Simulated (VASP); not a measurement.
A run of VASP 6.6.1 is set up as follows.

Contents of INCAR:

```
PREC     = Accurate       # precision mode
ENCUT    = 910            # plane-wave cutoff, eV
EDIFF    = 1E-6           # SCF threshold, eV
ISMEAR   = -1             # smearing method
SIGMA    = 0.05           # smearing width, eV
LREAL    = Auto         
LASPH    = T              # aspherical terms in the spheres
NELM     = 120            # most SCF steps
ALGO     = Normal         # electronic algorithm
ISIF     = 2              # what is computed and relaxed
LWAVE    = F              # write WAVECAR
LCHARG   = F              # write CHGCAR
GGA      = CA             # functional
NBANDS   = 61             # bands
GGA_COMPAT= F
```

The input KPOINTS:

```
regular mesh
0
Gamma
  1 1 1
```

The input POSCAR:

```
H18CO10
1.0
    6.9333820000      0.0000000000      0.0000000000
    0.0000000000      6.9333820000      0.0000000000
    0.0000000000      0.0000000000      6.9333820000
O H C
10 18 1
Direct
    0.9044215363      0.2705173319      1.0081948463
    0.7378073212      1.0266562552      0.6956922322
    0.5873324158      0.7267881677      0.4582900524
    0.9104791861      0.2202676847      0.3646993632
    0.1108838371      0.4751360880      0.4827802651
    0.2811037961      0.1830419844     -0.0714225756
    0.3520215675      0.8477103959      0.7073748425
    0.9797383153      0.7384275091      0.6648126412
    0.4617804125      0.5024676269      0.8453594508
    0.6224956306      0.6614809338      1.0801222261
    0.8414796704      0.1626046279      0.9244406265
    1.0528339561      0.2326570208      0.9931516827
    0.6140293438      0.9659499505      0.7312737132
    0.8329124228      0.9158589560      0.6798990738
    0.7135767220      0.7060190828      0.5229049835
    0.6065726654      0.7221295466      0.3153439404
    0.8298114831      0.1573835107      0.4649101982
    0.8829601485      0.2363925715      0.2160850217
    0.2484213332      0.4682995975      0.4917369330
    0.0261921238      0.3414783723      0.4363382834
    0.3365889836      0.2921662184     -0.1399317101
    0.3155891310      0.0659562678     -0.1477778089
    0.2089744947      0.8436286938      0.6833173190
    0.4317517771      0.8343547204      0.5827891785
    1.0495599406      0.6120389732      0.5749430797
    0.9626615121      0.6793942696      0.7927444355
    0.4311027432      0.6374811023      0.7827204674
    0.5903035488      0.3624205330      1.0489974445
    0.5609960622      0.5149002320      1.0061467838
```

Potentials or basis: VASP PAW LDA potentials, release 64 (O_h, H_h, C_h).

Command:

```bash
$ cat potpaw_LDA.64/O_h/POTCAR potpaw_LDA.64/H_h/POTCAR potpaw_LDA.64/C_h/POTCAR > POTCAR
$ mpirun -np 1 vasp_gam > vasp.out
```

(1) What does it give for the pressure?

(2) Predict the band gap on the k mesh.

(3) Predict the largest force.

Results:

(1) -2.3 GPa.

(2) 5.02 eV.

(3) 2.420 eV/Å.

Caveat: the k points lie up to 0.91 Å⁻¹ apart; the cutoff is under 1.25 times the usual one of these potentials, so pressure, stress and relaxed cells hold a basis-set (Pulay) error.
